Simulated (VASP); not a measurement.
# V: single point with PBEsol

The system is V.

```
V
1.0
    -1.36038    1.36038    1.36038
     1.36038   -1.36038    1.36038
     1.36038    1.36038   -1.36038
V
1
Direct
  0.00000 0.00000 0.00000
```

* Program: VASP 6.6.1
* Task: single point
* Functional: PBEsol
* Potentials or basis: VASP PAW PBE potentials, release 64 (V_sv)
* Cutoff: 520 eV
* k mesh: 20 × 20 × 20
* Occupations: fermi-dirac, width 0.05 eV
* Spin: no spin polarisation

```yaml
Pressure: 79.2 GPa
```

Levels at points of the mesh, in eV from the Fermi level:
```csv
k point,band 3,band 4,band 5,band 6,band 7,band 8,band 9,band 10
"(0.00, 0.00, 0.00)",-35.98,-35.98,-6.98,0.35,0.35,0.35,3.22,3.22
"(0.50, 0.00, 0.00)",-36.62,-36.01,-4.39,-1.94,3.14,3.34,3.84,5.92
"(0.50, 0.50, 0.50)",-37.40,-37.40,-4.72,-4.72,5.30,5.30,5.30,13.38
```

It took 32 s on 1 thread of AMD EPYC 7R43 64-Core Processor (Zen 3), with other jobs on the host, peak memory 0.11 GiB.

Caveat: the PAW data sets were made with another functional, which shifts forces and pressure a little.
